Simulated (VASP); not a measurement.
Al2Cu, 3 atoms in the cell. It takes space group P4/mmm (No. 123, tetragonal). Conventional cell: a = 4.105 Å, b = 4.105 Å, c = 2.891 Å, α = 90.00°, β = 90.00°, γ = 90.00°. Al (site symmetry mmm) has 4 Cu at 2.51 Å and 6 Al at 2.89 to 2.90 Å within 3.3 Å. Cu (site symmetry 4/mmm) has 8 Al at 2.51 Å and 2 Cu at 2.89 Å within 3.3 Å. 

```yaml
Program: VASP 6.6.1
Task: single point
Functional: PBEsol
Potentials_or_basis: VASP PAW PBE potentials, release 64 (Al, Cu_sv_GW)
Cutoff: 820 eV
k_mesh: 1 × 1 × 1
Occupations: gaussian, width 0.1 eV
Spin: no spin polarisation
Dipole_correction: no
Further_INCAR_settings: ALGO = Normal; EDIFF = 1e-06; NBANDS = 20
```

Potentials or basis: VASP PAW PBE potentials, release 64 (Al, Cu_sv_GW).

Launch:

```sh
$ cat potpaw_PBE.64/Al/POTCAR potpaw_PBE.64/Cu_sv_GW/POTCAR > POTCAR
$ mpirun -np 1 vasp_gam > vasp.out
```

Hardware: 1 thread of Intel(R) Xeon(R) Platinum 8375C CPU @ 2.90GHz (Ice Lake), with other jobs on the host.

**Question.** Estimate the wall time of this run.

**Answer.** It took 13 s on 1 thread of Intel(R) Xeon(R) Platinum 8375C CPU @ 2.90GHz (Ice Lake), with other jobs on the host, peak memory 0.2 GiB. Counts: scf iterations 15, k points 1.
